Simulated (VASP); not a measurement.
# SiSn2 (fluorite type) (Fm-3m) in VASP: a series of runs

SiSn2 (fluorite type) is run at these levels: PBE; tasks: electric field gradients.

Everything below comes from runs of VASP 6.6.1. Logs are shortened: lines on timing, memory, paths and dates and some standing lists are left out, and cuts for length are marked.

### Step 1. The cell of the first run

The structure is cubic, space group Fm-3m (No. 225). Conventional cell: a = 6.830 Å, b = 6.830 Å, c = 6.830 Å, α = 90.00°, β = 90.00°, γ = 90.00°. Within 3.9 Å of Si (site symmetry m-3m) lie 8 Sn at 2.96 Å. Sn (site symmetry -43m) has 4 Si at 2.96 Å and 6 Sn at 3.41 Å within 3.9 Å.

### Step 2. Electric field gradients, PBE

Input file INCAR:

```
  PREC = Accurate
  ENCUT = 520
  EDIFF = 1E-8
  ISMEAR = -1
  SIGMA = 0.05
  LREAL = F
  LASPH = T
  NELM = 80
  ALGO = Normal
  ISIF = 2
  LWAVE = F
  LCHARG = F
  GGA = PE
  LEFG = T
  NBANDS = 23
```

Input file KPOINTS:

```
regular mesh
0
Gamma
  10 10 10
```

Input file POSCAR:

```
SiSn2
1.0
    0.0000000000      3.4148330286      3.4148330286
    3.4148330286      0.0000000000      3.4148330286
    3.4148330286      3.4148330286      0.0000000000
Si Sn
1 2
Direct
    0.0000000000      0.0000000000      0.0000000000
    0.2500000000      0.2500000000      0.2500000000
    0.7500000000      0.7500000000      0.7500000000
```

Potentials or basis: VASP PAW PBE potentials, release 64 (Si, Sn_d).

Launch:

```bash
cat potpaw_PBE.64/Si/POTCAR potpaw_PBE.64/Sn_d/POTCAR > POTCAR
mpirun -np 1 vasp_std > vasp.out
```

OUTCAR:

```text
PREC = Accurate
   ENCUT = 520
   EDIFF = 1E-8
   ISMEAR = -1
   LREAL = F
   LASPH = T
   NELM = 80
   ISIF = 2
   GGA = PE

 ion  position               nearest neighbor table
   1  0.000  0.000  0.000-   3 2.96   2 2.96   3 2.96   2 2.96   3 2.96   3 2.96   2 2.96   2 2.96

   2  0.250  0.250  0.250-   1 2.96   1 2.96   1 2.96   1 2.96   3 3.41   3 3.41   3 3.41   3 3.41
                             3 3.41   3 3.41
   3  0.750  0.750  0.750-   1 2.96   1 2.96   1 2.96   1 2.96   2 3.41   2 3.41   2 3.41   2 3.41
                             2 3.41   2 3.41

  LATTYP: Found a face centered cubic cell.
 ALAT       =     6.8296660572

  Lattice vectors:

 A1 = (   0.0000000000,   3.4148330286,   3.4148330286)
 A2 = (   3.4148330286,   0.0000000000,   3.4148330286)
 A3 = (   3.4148330286,   3.4148330286,   0.0000000000)

Analysis of symmetry for initial positions (statically):
=====================================================================
 Subroutine PRICEL returns:
 Original cell was already a primitive cell.

 Routine SETGRP: Setting up the symmetry group for a
 face centered cubic supercell.

 Subroutine GETGRP returns: Found 48 space group operations
 (whereof 48 operations were pure point group operations)
 out of a pool of 48 trial point group operations.

The static configuration has the point symmetry O_h .

Analysis of symmetry for dynamics (positions and initial velocities):
=====================================================================
 Subroutine PRICEL returns:
 Original cell was already a primitive cell.

 Routine SETGRP: Setting up the symmetry group for a
 face centered cubic supercell.

 Subroutine GETGRP returns: Found 48 space group operations
 (whereof 48 operations were pure point group operations)
 out of a pool of 48 trial point group operations.

The dynamic configuration has the point symmetry O_h .

 Subroutine INISYM returns: Found 48 space group operations
 (whereof 48 operations are pure point group operations),
 and found     1 'primitive' translations

----------------------------------------------------------------------------------------

                                     Primitive cell

  volume of cell :      79.6413

  direct lattice vectors                    reciprocal lattice vectors
     0.000000000  3.414833029  3.414833029    -0.146420043  0.146420043  0.146420043
     3.414833029  0.000000000  3.414833029     0.146420043 -0.146420043  0.146420043
     3.414833029  3.414833029  0.000000000     0.146420043  0.146420043 -0.146420043

  length of vectors
     4.829303182  4.829303182  4.829303182     0.253606954  0.253606954  0.253606954

  position of ions in fractional coordinates (direct lattice)
     0.000000000  0.000000000  0.000000000
     0.250000000  0.250000000  0.250000000
     0.750000000  0.750000000  0.750000000

  ion indices of the primitive-cell ions
   primitive index   ion index
                 1           1
                 2           2
                 3           3

----------------------------------------------------------------------------------------

 KPOINTS: regular mesh

Automatic generation of k-mesh.
 Grid dimensions read from file:
 generate k-points for:   10   10   10

 Generating k-lattice:

  Cartesian coordinates                     Fractional coordinates (reciprocal lattice)
    -0.014642004  0.014642004  0.014642004     0.100000000  0.000000000  0.000000000
     0.014642004 -0.014642004  0.014642004     0.000000000  0.100000000  0.000000000
     0.014642004  0.014642004 -0.014642004     0.000000000  0.000000000  0.100000000

  Length of vectors
     0.025360695  0.025360695  0.025360695

  Shift w.r.t. Gamma in fractional coordinates (k-lattice)
     0.000000000  0.000000000  0.000000000

 Subroutine IBZKPT returns following result:
 ===========================================

 Found     47 irreducible k-points:

 Following reciprocal coordinates:
            Coordinates               Weight
  0.000000  0.000000  0.000000      1.000000
  0.100000  0.000000  0.000000      8.000000
  0.200000  0.000000  0.000000      8.000000
  0.300000  0.000000  0.000000      8.000000
  0.400000  0.000000  0.000000      8.000000
  0.500000  0.000000  0.000000      4.000000
[... 16 lines left out ...]
  0.300000  0.300000  0.000000      6.000000
  0.400000  0.300000  0.000000     24.000000
 [... further k-points ...]
   k-points           NKPTS =     47   k-points in BZ     NKDIM =     47   number of bands    NBANDS=     23
   number of dos      NEDOS =    301   number of ions     NIONS =      3
   total plane-waves  NPLWV =  46656
   dimension x,y,z NGX =    36 NGY =   36 NGZ =   36
   dimension x,y,z NGXF=    72 NGYF=   72 NGZF=   72
   ions per type =               1   2
   NGX,Y,Z   is equivalent  to a cutoff of  12.39, 12.39, 12.39 a.u.
   NGXF,Y,Z  is equivalent  to a cutoff of  24.79, 24.79, 24.79 a.u.
 SYSTEM =  unknown system
   PREC   = accura    normal or accurate (medium, high low for compatibility)
   ISTART =      0    job   : 0-new  1-cont  2-samecut
   ICHARG =      2    charge: 1-file 2-atom 10-const
   ISPIN  =      1    spin polarized calculation?
   LNONCOLLINEAR =      F non collinear calculations
   LSORBIT =      F    spin-orbit coupling
   LASPH  =      T    aspherical Exc in radial PAW
   ENCUT  =  520.0 eV  38.22 Ry    6.18 a.u.   8.98  8.98  8.98*2*pi/ulx,y,z
   NELM   =     80;   NELMIN=  2; NELMDL= -5     # of ELM steps
   EDIFF  = 0.1E-07   stopping-criterion for ELM
   LREAL  =      F    real-space projection
   EDIFFG = 0.1E-06   stopping-criterion for IOM
   NSW    =      0    number of steps for IOM
   IBRION =     -1    ionic relax: 0-MD 1-quasi-New 2-CG
   NFREE  =      0    steps in history (QN), initial steepest desc. (CG)
   ISIF   =      2    stress and relaxation
   ISYM   =      2    0-nonsym 1-usesym 2-fastsym
   POTIM  = 0.5000    time-step for ionic-motion
   TEBEG  =    0.0;   TEEND  =   0.0 temperature during run
   PSTRESS=    0.0 pullay stress
   NELECT =      32.0000    total number of electrons
   NUPDOWN=      -1.0000    fix difference up-down
   EMIN   =  10.00;   EMAX   =-10.00  energy-range for DOS
   EFERMI =   0.00;   METHOD = LEGACY
   ISMEAR =    -1;   SIGMA  =   0.05  broadening in eV -4-tet -1-fermi 0-gaus
   EFERMI_NEDOS =   21; number of points for ismear=-14 and -15
   IALGO  =     38    algorithm
   IMIX   =      4    mixing-type and parameters
     AMIX     =   0.40;   BMIX     =  1.00
     AMIX_MAG =   1.60;   BMIX_MAG =  1.00
  volume/ion in A,a.u.               =      26.55       179.15
  Fermi-wavevector in a.u.,A,eV,Ry     =   1.208033  2.282851 19.855567  1.459343
  Thomas-Fermi vector in A             =   2.343653
   LORBIT       =      0    0 simple, 1 ext, 2 COOP (PROOUT), +10 PAW based schemes
   GGA     = PE    functional components
   LHFCALC =     F    Hartree Fock is set to
   AEXX    =    0.0000 exact exchange contribution
   IVDW    =     0    specifies the selected vdW correction
   LEPSILON=     F    determine dielectric tensor
   LRPA    =     F    only Hartree local field effects (RPA)
 non-spin polarized calculation
  energy-cutoff  :      520.00
  volume of cell :       79.64
 maximum number of plane-waves:      2166
   NGX = 17   NGY = 17   NGZ = 17

 number of electron      31.9999991 magnetization

 Free energy of the ion-electron system (eV)
  ---------------------------------------------------
  ext. energy  EPLUGINS =         0.00000000
  ---------------------------------------------------
  free energy    TOTEN  =       -12.19825109 eV

  energy without entropy =      -12.18223560  energy(sigma->0) =      -12.19024334

 E-fermi :   6.7999     XC(G=0):  -9.7472

 val. band max:        6.7924588397   @ k =   0.5000   0.3000   0.0000
 cond. band min:       6.8148315970   @ k =   0.1000   0.1000   0.0000
 fundamental gap:      0.0223727573
 Fermi energy:         6.7999469129

 k-point     1 :       0.0000    0.0000    0.0000
  band No.  band energies     occupation
      1     -14.6996      2.00000
      2     -14.6996      2.00000
      3     -14.6486      2.00000
      4     -14.6486      2.00000
      5     -14.6486      2.00000
      6     -14.5618      2.00000
[... 613 lines left out ...]
     22      12.6081      0.00000
     23      13.4858      0.00000

 [... further k-points ...]

------------------------ aborting loop because EDIFF is reached ----------------------------------------

  FORCE on cell =-STRESS in cart. coord.  units (eV):
  Direction    XX          YY          ZZ          XY          YZ          ZX
  --------------------------------------------------------------------------------------
  -------------------------------------------------------------------------------------
  Total       -0.0177076     -0.0177076     -0.0177076     -0.0000000      0.0000000     -0.0000000
  in kB       -0.3562315     -0.3562315     -0.3562315     -0.0000000      0.0000000     -0.0000000
  external PRESSURE =      -0.3562315 kB  Pullay stress =       0.0000000 kB

 VOLUME and BASIS-vectors are now :
 -----------------------------------------------------------------------------
  energy-cutoff  :      520.00
  volume of cell :       79.64
      direct lattice vectors                 reciprocal lattice vectors
     0.000000000  3.414833029  3.414833029    -0.146420043  0.146420043  0.146420043
     3.414833029  0.000000000  3.414833029     0.146420043 -0.146420043  0.146420043
     3.414833029  3.414833029  0.000000000     0.146420043  0.146420043 -0.146420043

 POSITION                                       TOTAL-FORCE (eV/Angst)
 -----------------------------------------------------------------------------------
      0.00000      0.00000      0.00000         0.000000      0.000000      0.000000
      1.70742      1.70742      1.70742         0.000000      0.000000      0.000000
      5.12225      5.12225      5.12225        -0.000000     -0.000000     -0.000000
 -----------------------------------------------------------------------------------
    total drift:                                0.000000      0.000000      0.000000

  FREE ENERGIE OF THE ION-ELECTRON SYSTEM (eV)
  ---------------------------------------------------
  free  energy   TOTEN  =       -12.1982510926 eV

  energy  without entropy=      -12.1822355971  energy(sigma->0) =      -12.19024334

 Electric field gradients (V/A^2)
---------------------------------------------------------------------
 ion       V_xx      V_yy      V_zz      V_xy      V_xz      V_yz
---------------------------------------------------------------------
   1       0.000     0.000     0.000    -0.000    -0.000    -0.000
   2      -0.000     0.000    -0.000     0.001     0.001     0.001
   3      -0.000     0.000    -0.000     0.001     0.001     0.001
---------------------------------------------------------------------

 Electric field gradients after diagonalization (V/A^2)
 (convention: |V_zz| > |V_xx| > |V_yy|)
----------------------------------------------------------------------
 ion       V_xx      V_yy      V_zz     asymmetry (V_yy - V_xx)/ V_zz
----------------------------------------------------------------------
   1       0.000     0.000    -0.000       0.000
   2      -0.001    -0.001     0.002       0.000
   3      -0.001    -0.001     0.002       0.000
----------------------------------------------------------------------

           NMR quadrupolar parameters

 Cq : quadrupolar parameter    Cq=e*Q*V_zz/h
 eta: asymmetry parameters     (V_yy - V_xx)/ V_zz
 Q  : nuclear electric quadrupole moment in mb (millibarn)
----------------------------------------------------------------------
 ion       Cq(MHz)       eta       Q (mb)
----------------------------------------------------------------------
   1      -0.000       0.000       1.000
   2       0.000       0.000       1.000
   3       0.000       0.000       1.000
----------------------------------------------------------------------
```

Run time: 32 s. Hardware: 1 thread of Intel Xeon 6975P-C (Granite Rapids), shared host; peak memory 0.24 GiB.

Results:

* Free energy: -12.1983 eV
* Pressure: 0.0 GPa
* Band gap on the k mesh: zero (bands 16 and 17 overlap by 1.74 eV)
* Largest electric field gradient by atom: zero within the noise of the run

Caveat: spin-orbit coupling is left out, which moves the levels of the heavy elements.

(Continued in part 2 of 2.)
